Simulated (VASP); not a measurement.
Set up this calculation in VASP 6.6.1, as the native input.

```
Task                   : relaxation of cell and atoms
Functional             : PBE
Potentials or basis    : VASP PAW PBE potentials, release 64 (Li_sv, Tb_3, Br), 4f in core
Cutoff                 : 750 eV
k mesh                 : 8 × 8 × 8
Occupations            : gaussian, width 0.1 eV
Spin                   : no spin polarisation
Dipole correction      : no
Further INCAR settings : ALGO = Normal; EDIFF = 1e-07; IBRION = 2; EDIFFG = -0.01; NSW = 100; ISIF = 3
```

The structure of LiTbBr3 lies in POSCAR:

```
LiTbBr3
1.0
    5.0531725700      0.0000000000      0.0000000000
    0.0000000000      5.0531725700      0.0000000000
    0.0000000000      0.0000000000      5.0457579600
Li Tb Br
1 1 3
Direct
    0.5000000000      0.5000000000      0.4850699900
    0.0000000000      0.0000000000      0.9967579800
    0.5000000000      0.0000000000      0.4853650000
    0.5000000000      0.5000000000      0.9850419800
    0.0000000000      0.5000000000      0.4853650000
```

The cell was generated, and may not be a known phase.

The input as run:

INCAR

```
SYSTEM = LiTbBr3
PREC     = Accurate       ! precision mode
ENCUT    = 750            ! plane-wave cutoff, eV
EDIFF    = 1E-7           ! SCF threshold, eV
ISMEAR   = 0              ! smearing method
SIGMA    = 0.1            ! smearing width, eV
LREAL    = .FALSE.        ! projectors in reciprocal space
LASPH    = .TRUE.         ! aspherical terms in the spheres
NELM     = 200            ! most SCF steps
ALGO     = Normal         ! electronic algorithm
ISIF     = 3              ! what is computed and relaxed
LWAVE    = .FALSE.        ! write WAVECAR
LCHARG   = .FALSE.        ! write CHGCAR
GGA      = PE             ! functional
IBRION   = 2              ! ionic algorithm
NSW      = 100            ! ionic steps
EDIFFG   = -0.01          ! ionic threshold
GGA_COMPAT= .FALSE.      
NELMIN   = 4            
LMAXMIX  = 6              ! l up to which the mixer works
```

KPOINTS

```
regular mesh
0
G
  8 8 8
  0 0 0
```

Potentials or basis: VASP PAW PBE potentials, release 64 (Li_sv, Tb_3, Br), 4f in core.

Launch:

```bash
$ cat potpaw_PBE.64/Li_sv/POTCAR potpaw_PBE.64/Tb_3/POTCAR potpaw_PBE.64/Br/POTCAR > POTCAR
$ mpirun -np 1 vasp_std > vasp.out
```

Results of the run:

```yaml
Relaxed_volume: 28.90 Å³/atom
Relaxed_cell: a = 5.161 Å, b = 5.161 Å, c = 5.426 Å, α = 90.00°, β = 90.00°, γ = 90.00°
Space_group_after_relaxing_to_0.1_Å: P4mm (No. 99)
Energy_gained_by_relaxing: 178.1 meV/atom
Ionic_steps: 41
Pressure_after_relaxing: 0.0 GPa
Largest_force_after_relaxing: 0.008 eV/Å
Band_gap_on_the_k_mesh: zero (an odd number of electrons rules out a gap without spin polarisation)
```

Caveat: spin-orbit coupling is left out, which moves the levels of the heavy elements; the 4f electrons are frozen in the core, so they carry no moment and show no levels; an odd number of electrons without spin polarisation forces a metal; a magnetic or distorted state may lie lower; the run has no spin polarisation, though such a crystal can be magnetic.

Wall time 82 min on 1 thread of Intel(R) Xeon(R) Platinum 8559C (Emerald Rapids), with other jobs on the host, peak memory 0.62 GiB.
